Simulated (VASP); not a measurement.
# TaN: single point with r2SCAN

The system is TaN.

```
CELL_PARAMETERS angstrom
0.00000 2.16618 2.16618
2.16618 0.00000 2.16618
2.16618 2.16618 0.00000
ATOMIC_POSITIONS crystal
Ta 0.50000 0.50000 0.50000
N 0.00000 0.00000 0.00000
```

```
Program             : VASP 6.6.1
Task                : single point
Functional          : r2SCAN
Potentials or basis : VASP PAW PBE potentials, release 64 (Ta_pv, N)
Cutoff              : 520 eV
k mesh              : 10 × 10 × 10
Occupations         : fermi-dirac, width 0.05 eV
Spin                : no spin polarisation
```

| Property | Result |
| --- | --- |
| Pressure | 19.2 GPa |
| Band gap on the k mesh | zero (band 8 reaches 12.20 eV, above the bottom of band 9 at 7.83 eV) |

Levels at points of the mesh, in eV from the Fermi level:
| k point | band 4 | band 5 | band 6 | band 7 | band 8 | band 9 | band 10 | band 11 | band 12 | band 13 |
| --- | --- | --- | --- | --- | --- | --- | --- | --- | --- | --- |
| (0.00, 0.00, 0.00) | -20.42 | -4.30 | -4.30 | -4.30 | -2.33 | -2.33 | -2.33 | 0.10 | 0.10 | 2.16 |
| (0.50, 0.00, 0.00) | -17.12 | -11.24 | -8.37 | -8.37 | 2.04 | 2.04 | 2.20 | 4.21 | 8.30 | 8.30 |
| (0.50, 0.50, 0.00) | -19.18 | -7.20 | -5.98 | -5.13 | -5.13 | 2.32 | 3.78 | 3.78 | 5.18 | 7.90 |

Run time: 36 s on 1 thread of AMD EPYC 9R45 96-Core Processor (Zen 5) (shared host), peak memory 0.12 GiB.

Caveat: the PAW data sets were made with another functional, which shifts forces and pressure a little; spin-orbit coupling is left out, which moves the levels of the heavy elements.
